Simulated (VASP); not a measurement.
Here is a VASP 6.6.1 calculation.

Contents of POSCAR:

```
NiO
1.0
    0.0000000000      2.0577103256      2.0577103256
    2.0577103256      0.0000000000      2.0577103256
    2.0577103256      2.0577103256      0.0000000000
Ni O
1 1
Direct
    0.0000000000      0.0000000000      0.0000000000
    0.5000000000      0.5000000000      0.5000000000
```

INCAR.step1

```
  PREC = Accurate
  ENCUT = 520
  EDIFF = 1E-5
  ISMEAR = -1
  SIGMA = 0.05
  LREAL = F
  LASPH = T
  NELM = 150
  ALGO = Normal
  ISIF = 2
  LWAVE = T
  ISPIN = 2
  MAGMOM = 1 0
  LORBIT = 11
  LMAXMIX = 4
  GGA = PE
  NBANDS = 19
```

File INCAR.step2:

```
  PREC = Accurate
  ENCUT = 520
  EDIFF = 1E-6
  ISMEAR = -1
  SIGMA = 0.05
  LREAL = F
  LASPH = T
  NELM = 150
  ALGO = Normal
  ISIF = 2
  LWAVE = F
  LCHARG = T
  ISPIN = 2
  MAGMOM = 1 0
  LORBIT = 11
  LMAXMIX = 4
  GGA = PE
  LHFCALC = T
  AEXX = 0.25
  PRECFOCK = Normal
  LELF = T
  LVHAR = T
  ISTART = 1
  NBANDS = 19
```

Contents of KPOINTS:

```
Automatic mesh
0
Gamma
  6 6 6
```

Potentials or basis: VASP PAW PBE potentials, release 64 (Ni, O).

Run with:

```console
$ cat potpaw_PBE.64/Ni/POTCAR potpaw_PBE.64/O/POTCAR > POTCAR
$ cp INCAR.step1 INCAR
$ mpirun -np 1 vasp_std > vasp.out
$ cp INCAR.step2 INCAR
$ mpirun -np 1 vasp_std > vasp.out
```

Q: What does it give for the pressure?

A: 13.7 GPa.

Q: Predict the site moments.

A: Ni +1.73; O +0.24 μB.

Caveat: the k points lie up to 0.44 Å⁻¹ apart; the PAW data sets were made with another functional, which shifts forces and pressure a little; a cell with one magnetic atom can't hold antiferromagnetic order, which such compounds often take.
